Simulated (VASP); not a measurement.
# GaSb (F-43m) in VASP: notebook, part 2 of 2

VASP 6.6.1.

## (4) Single point, r2SCAN-based global hybrid with 35 % exact exchange

File POSCAR:

```
GaSb
1.0
    0.0000000000      3.0590000000      3.0590000000
    3.0590000000      0.0000000000      3.0590000000
    3.0590000000      3.0590000000      0.0000000000
Sb Ga
1 1
Direct
    0.7500000000      0.7500000000      0.7500000000
    0.0000000000      0.0000000000      0.0000000000
```

File INCAR.step1:

```
SYSTEM = GaSb
ALGO = Normal
EDIFF = 1E-5
ENCUT = 520
GGA = PE
ISIF = 2
ISMEAR = -1
LASPH = .TRUE.
LCHARG = .FALSE.
LREAL = .FALSE.
LWAVE = .TRUE.
NBANDS = 16
NELM = 60
PREC = Accurate
SIGMA = 0.05
```

File INCAR.step2:

```
SYSTEM = GaSb
AEXX = 0.35
ALGO = Normal
EDIFF = 1E-6
ENCUT = 520
ISIF = 2
ISMEAR = -1
ISTART = 1
LASPH = .TRUE.
LCHARG = .FALSE.
LHFCALC = .TRUE.
LMIXTAU = .TRUE.
LREAL = .FALSE.
LWAVE = .FALSE.
METAGGA = R2SCAN
NBANDS = 16
NELM = 60
PREC = Accurate
PRECFOCK = Normal
SIGMA = 0.05
```

File KPOINTS:

```
k-points
0
G
  4 4 4
  0 0 0
```

Potentials or basis: VASP PAW PBE potentials, release 64 (Sb, Ga_d).

On the command line:

```
> cat potpaw_PBE.64/Sb/POTCAR potpaw_PBE.64/Ga_d/POTCAR > POTCAR
> cp INCAR.step1 INCAR
> mpirun -np 1 vasp_std > vasp.out
> cp INCAR.step2 INCAR
> mpirun -np 1 vasp_std > vasp.out
```

OUTCAR:

```text
SYSTEM = GaSb
   AEXX = 0.35
   EDIFF = 1E-6
   ENCUT = 520
   ISIF = 2
   ISMEAR = -1
   ISTART = 1
   LASPH = .TRUE.
   LHFCALC = .TRUE.
   LREAL = .FALSE.
   METAGGA = R2SCAN
   NELM = 60
   PREC = Accurate
   PRECFOCK = Normal

 ion  position               nearest neighbor table
   1  0.750  0.750  0.750-   2 2.65   2 2.65   2 2.65   2 2.65
   2  0.000  0.000  0.000-   1 2.65   1 2.65   1 2.65   1 2.65

  LATTYP: Found a face centered cubic cell.
 ALAT       =     6.1180000000

  Lattice vectors:

 A1 = (   0.0000000000,   3.0590000000,   3.0590000000)
 A2 = (   3.0590000000,   0.0000000000,   3.0590000000)
 A3 = (   3.0590000000,   3.0590000000,   0.0000000000)

Analysis of symmetry for initial positions (statically):
=====================================================================
 Subroutine PRICEL returns:
 Original cell was already a primitive cell.

 Routine SETGRP: Setting up the symmetry group for a
 face centered cubic supercell.

 Subroutine GETGRP returns: Found 24 space group operations
 (whereof 24 operations were pure point group operations)
 out of a pool of 48 trial point group operations.

The static configuration has the point symmetry T_d .

Analysis of symmetry for dynamics (positions and initial velocities):
=====================================================================
 Subroutine PRICEL returns:
 Original cell was already a primitive cell.

 Routine SETGRP: Setting up the symmetry group for a
 face centered cubic supercell.

 Subroutine GETGRP returns: Found 24 space group operations
 (whereof 24 operations were pure point group operations)
 out of a pool of 48 trial point group operations.

The dynamic configuration has the point symmetry T_d .

 Subroutine INISYM returns: Found 24 space group operations
 (whereof 24 operations are pure point group operations),
 and found     1 'primitive' translations

----------------------------------------------------------------------------------------

                                     Primitive cell

  volume of cell :      57.2491

  direct lattice vectors                    reciprocal lattice vectors
     0.000000000  3.059000000  3.059000000    -0.163452109  0.163452109  0.163452109
     3.059000000  0.000000000  3.059000000     0.163452109 -0.163452109  0.163452109
     3.059000000  3.059000000  0.000000000     0.163452109  0.163452109 -0.163452109

  length of vectors
     4.326079287  4.326079287  4.326079287     0.283107357  0.283107357  0.283107357

  position of ions in fractional coordinates (direct lattice)
     0.750000000  0.750000000  0.750000000
     0.000000000  0.000000000  0.000000000

  ion indices of the primitive-cell ions
   primitive index   ion index
                 1           1
                 2           2

----------------------------------------------------------------------------------------

 KPOINTS: k-points

Automatic generation of k-mesh.
 Grid dimensions read from file:
 generate k-points for:    4    4    4

 Generating k-lattice:

  Cartesian coordinates                     Fractional coordinates (reciprocal lattice)
    -0.040863027  0.040863027  0.040863027     0.250000000  0.000000000  0.000000000
     0.040863027 -0.040863027  0.040863027     0.000000000  0.250000000  0.000000000
     0.040863027  0.040863027 -0.040863027     0.000000000  0.000000000  0.250000000

  Length of vectors
     0.070776839  0.070776839  0.070776839

  Shift w.r.t. Gamma in fractional coordinates (k-lattice)
     0.000000000  0.000000000  0.000000000

 Subroutine IBZKPT returns following result:
 ===========================================

 Found      8 irreducible k-points:

 Following reciprocal coordinates:
            Coordinates               Weight
  0.000000  0.000000  0.000000      1.000000
  0.250000  0.000000  0.000000      8.000000
  0.500000  0.000000  0.000000      4.000000
  0.250000  0.250000  0.000000      6.000000
  0.500000  0.250000  0.000000     24.000000
 -0.250000  0.250000  0.000000     12.000000
  0.500000  0.500000  0.000000      3.000000
 -0.250000  0.500000  0.250000      6.000000
   k-points           NKPTS =      8   k-points in BZ     NKDIM =     64   number of bands    NBANDS=     16
   number of dos      NEDOS =    301   number of ions     NIONS =      2
   total plane-waves  NPLWV =  32768
   dimension x,y,z NGX =    32 NGY =   32 NGZ =   32
   dimension x,y,z NGXF=    64 NGYF=   64 NGZF=   64
   ions per type =               1   1
   NGX,Y,Z   is equivalent  to a cutoff of  12.30, 12.30, 12.30 a.u.
   NGXF,Y,Z  is equivalent  to a cutoff of  24.59, 24.59, 24.59 a.u.
 SYSTEM =  GaSb
   PREC   = accura    normal or accurate (medium, high low for compatibility)
   ISTART =      1    job   : 0-new  1-cont  2-samecut
   ICHARG =      0    charge: 1-file 2-atom 10-const
   ISPIN  =      1    spin polarized calculation?
   LNONCOLLINEAR =      F non collinear calculations
   LSORBIT =      F    spin-orbit coupling
   LASPH  =      T    aspherical Exc in radial PAW
   ENCUT  =  520.0 eV  38.22 Ry    6.18 a.u.   8.04  8.04  8.04*2*pi/ulx,y,z
   NELM   =     60;   NELMIN=  2; NELMDL=  0     # of ELM steps
   EDIFF  = 0.1E-05   stopping-criterion for ELM
   LREAL  =      F    real-space projection
   EDIFFG = 0.1E-04   stopping-criterion for IOM
   NSW    =      0    number of steps for IOM
   IBRION =     -1    ionic relax: 0-MD 1-quasi-New 2-CG
   NFREE  =      0    steps in history (QN), initial steepest desc. (CG)
   ISIF   =      2    stress and relaxation
   ISYM   =      3    0-nonsym 1-usesym 2-fastsym
   POTIM  = 0.5000    time-step for ionic-motion
   TEBEG  =    0.0;   TEEND  =   0.0 temperature during run
   PSTRESS=    0.0 pullay stress
   NELECT =      18.0000    total number of electrons
   NUPDOWN=      -1.0000    fix difference up-down
   EMIN   =  10.00;   EMAX   =-10.00  energy-range for DOS
   EFERMI =   0.00;   METHOD = LEGACY
   ISMEAR =    -1;   SIGMA  =   0.05  broadening in eV -4-tet -1-fermi 0-gaus
   EFERMI_NEDOS =   21; number of points for ismear=-14 and -15
   IALGO  =     38    algorithm
   IMIX   =      1    mixing-type and parameters
     AMIX     =   0.40;   BMIX     =  1.00
     AMIX_MAG =   1.60;   BMIX_MAG =  1.00
  volume/ion in A,a.u.               =      28.62       193.17
  Fermi-wavevector in a.u.,A,eV,Ry     =   1.113208  2.103657 16.860766  1.239231
  Thomas-Fermi vector in A             =   2.249790
   LORBIT       =      0    0 simple, 1 ext, 2 COOP (PROOUT), +10 PAW based schemes
   METAGGA = R2SCAN    functional components
   LHFCALC =     T    Hartree Fock is set to
   PRECFOCK=normal    Normal, Fast or Accurate (Low or Medium for compatibility)
   ENCUT4O =  -1.0   cutoff for four orbital integrals eV
   NKREDX  =     1    reduce k-point grid by
   NKREDY  =     1    reduce k-point grid by
   NKREDZ  =     1    reduce k-point grid by
   AEXX    =    0.3500 exact exchange contribution
   HFSCREEN=    0.0000 screening length (either q_TF or 0.3 A-1)
   HFSCREENC=   0.0000 screening length for correlation (either q_TF or 0.3 A-1)
   ENCUTFOCK=  -1.0 apply spherical cutoff to Coloumb kernel
   IVDW    =     0    specifies the selected vdW correction
   LEPSILON=     F    determine dielectric tensor
   LRPA    =     F    only Hartree local field effects (RPA)
 non-spin polarized calculation
  energy-cutoff  :      520.00
  volume of cell :       57.25
 maximum number of plane-waves:      1572
  NGX = 28; NGY = 28; NGZ = 28

 number of electron      17.9999986 magnetization

 Free energy of the ion-electron system (eV)
  ---------------------------------------------------
  ext. energy  EPLUGINS =         0.00000000
  ---------------------------------------------------
  free energy    TOTEN  =       -30.92093587 eV

  energy without entropy =      -30.92093587  energy(sigma->0) =      -30.92093587

 E-fermi :   4.7449     XC(G=0):  -6.7424

 val. band max:        3.6766430018   @ k =   0.0000   0.0000   0.0000
 cond. band min:       6.0946041316   @ k =   0.0000   0.0000   0.0000
 fundamental gap:      2.4179611298
 Fermi energy:         4.7449065459

 k-point     1 :       0.0000    0.0000    0.0000
  band No.  band energies     occupation
      1     -15.4304      2.00000
      2     -15.4304      2.00000
      3     -15.4304      2.00000
      4     -15.3739      2.00000
      5     -15.3739      2.00000
      6      -9.5799      2.00000
[... 129 lines left out ...]
      3     -15.4092      2.00000
      4     -15.3794      2.00000
      5     -15.3737      2.00000
      6      -6.6103      2.00000
[... 8 lines left out ...]
     15      16.6322      0.00000
     16      18.0655      0.00000

------------------------ aborting loop because EDIFF is reached ----------------------------------------

  FORCE on cell =-STRESS in cart. coord.  units (eV):
  Direction    XX          YY          ZZ          XY          YZ          ZX
  --------------------------------------------------------------------------------------
  -------------------------------------------------------------------------------------
  Total       -0.7176428     -0.7176428     -0.7176428     -0.0000000     -0.0000000      0.0000000
  in kB      -20.0840125    -20.0840125    -20.0840125     -0.0000000     -0.0000000      0.0000000
  external PRESSURE =     -20.0840125 kB  Pullay stress =       0.0000000 kB

 VOLUME and BASIS-vectors are now :
 -----------------------------------------------------------------------------
  energy-cutoff  :      520.00
  volume of cell :       57.25
      direct lattice vectors                 reciprocal lattice vectors
     0.000000000  3.059000000  3.059000000    -0.163452109  0.163452109  0.163452109
     3.059000000  0.000000000  3.059000000     0.163452109 -0.163452109  0.163452109
     3.059000000  3.059000000  0.000000000     0.163452109  0.163452109 -0.163452109

 POSITION                                       TOTAL-FORCE (eV/Angst)
 -----------------------------------------------------------------------------------
      4.58850      4.58850      4.58850        -0.000000     -0.000000     -0.000000
      0.00000      0.00000      0.00000         0.000000      0.000000      0.000000
 -----------------------------------------------------------------------------------
    total drift:                               -0.000051      0.000019     -0.000010

  FREE ENERGIE OF THE ION-ELECTRON SYSTEM (eV)
  ---------------------------------------------------
  free  energy   TOTEN  =       -30.9209358724 eV

  energy  without entropy=      -30.9209358723  energy(sigma->0) =      -30.92093587
```

It took 24 min on 1 thread of Intel Xeon Platinum 8259CL at 2.50GHz (Skylake/Cascade Lake), shared host; peak memory 0.2 GiB.

Results:

* Free energy: -30.9209 eV
* Pressure: -2.0 GPa
* Band gap on the k mesh: 2.42 eV

Levels at points of the mesh, in eV from the valence-band top:
| k point | band 5 | band 6 | band 7 | band 8 | band 9 | band 10 | band 11 | band 12 | band 13 | band 14 |
| --- | --- | --- | --- | --- | --- | --- | --- | --- | --- | --- |
| (0.00, 0.00, 0.00) | -19.05 | -13.26 | 0.00 | 0.00 | 0.00 | 2.42 | 4.91 | 4.91 | 4.91 | 8.31 |
| (0.50, 0.00, 0.00) | -19.05 | -11.34 | -7.29 | -1.32 | -1.32 | 2.50 | 5.96 | 5.96 | 8.90 | 12.17 |
| (0.50, 0.50, 0.00) | -19.05 | -10.34 | -7.78 | -2.97 | -2.97 | 2.86 | 3.19 | 11.75 | 11.75 | 13.13 |

Caveat: the k points lie up to 0.44 Å⁻¹ apart; the PAW data sets were made with another functional, which shifts forces and pressure a little; spin-orbit coupling is left out, which moves the levels of the heavy elements.

## (5) Single point, PBE0

POSCAR is that of step 4.

File INCAR.step1:

```
SYSTEM = GaSb
PREC = Accurate
ENCUT = 450
EDIFF = 1E-5
ISMEAR = 0
SIGMA = 0.02
LREAL = .False.
LASPH = .True.
ALGO = Normal
NELM = 100
ISIF = 2
LWAVE = .True.
LCHARG = .False.
GGA = PE
```

File INCAR.step2:

```
SYSTEM = GaSb
PREC = Accurate
ENCUT = 450
EDIFF = 1E-7
ISMEAR = 0
SIGMA = 0.02
LREAL = .False.
LASPH = .True.
ALGO = Normal
NELM = 100
ISIF = 2
LWAVE = .False.
LCHARG = .False.
PRECFOCK = Fast
ISTART = 1
GGA = PE
LHFCALC = .True.
AEXX = 0.25
```

File KPOINTS:

```
k-points
0
Gamma
  4 4 4
```

On the command line:

```
> cat potpaw_PBE.64/Sb/POTCAR potpaw_PBE.64/Ga_d/POTCAR > POTCAR
> cp INCAR.step1 INCAR
> mpirun -np 1 vasp_std > vasp.out
> cp INCAR.step2 INCAR
> mpirun -np 1 vasp_std > vasp.out
```

Run time: 3.5 min. Hardware: 1 thread of Intel Xeon Platinum 8488C (Sapphire Rapids), shared host; peak memory 0.17 GiB.

Results (log left out):

```yaml
Free_energy: -9.6976 eV
Pressure: -0.1 GPa
Band_gap_on_the_k_mesh: 1.60 eV
```

Levels at points of the mesh, in eV from the valence-band top:
| k point | band 6 | band 7 | band 8 | band 9 | band 10 | band 11 | band 12 | band 13 |
| --- | --- | --- | --- | --- | --- | --- | --- | --- |
| (0.00, 0.00, 0.00) | -12.60 | 0.00 | 0.00 | 0.00 | 1.60 | 4.21 | 4.21 | 4.21 |
| (0.50, 0.00, 0.00) | -10.80 | -6.96 | -1.25 | -1.25 | 1.79 | 5.22 | 5.22 | 8.03 |
| (0.50, 0.50, 0.00) | -9.86 | -7.44 | -2.82 | -2.82 | 2.21 | 2.54 | 10.67 | 10.67 |

Caveat: the k points lie up to 0.44 Å⁻¹ apart; the PAW data sets were made with another functional, which shifts forces and pressure a little; spin-orbit coupling is left out, which moves the levels of the heavy elements. A k mesh can miss the band edges.

## (6) Overview

| level | k mesh | cutoff (eV) | smearing | dipole correction | grid for exact exchange (PRECFOCK) | share of exact exchange | gap on the mesh (eV) | pressure (GPa) |
| --- | --- | --- | --- | --- | --- | --- | --- | --- |
| PBEsol+D3(BJ) | 8 × 8 × 8 | 520 | fermi-dirac 0.05 eV | no | - | - | none | -1.8 |
| r2SCAN-based global hybrid with 15 % exact exchange | 4 × 4 × 4 | 520 | fermi-dirac 0.05 eV | no | Normal | 0.15 | 1.24 | -0.3 |
| r2SCAN-based global hybrid with 35 % exact exchange | 4 × 4 × 4 | 520 | fermi-dirac 0.05 eV | no | Normal | 0.35 | 2.42 | -2.0 |
| PBE0 | 4 × 4 × 4 | 450 | gaussian 0.02 eV | - | Fast | 0.25 | 1.60 | -0.1 |

Alike in all rows: task single point; potentials or basis VASP PAW PBE potentials, release 64 (Sb, Ga_d); no spin polarisation; cell as given.

Caveats: some runs use coarse meshes; the PAW data sets were made with another functional, which shifts forces and pressure a little; spin-orbit coupling is left out, which moves the levels of the heavy elements; three body term missing (at least some runs); semilocal functionals underestimate gaps, and a narrow one can read as zero (at least some runs).

Absolute energies hang on the potentials; compare differences alone.

The gap in the log of VASP goes by the Fermi energy; the results here count the filled bands.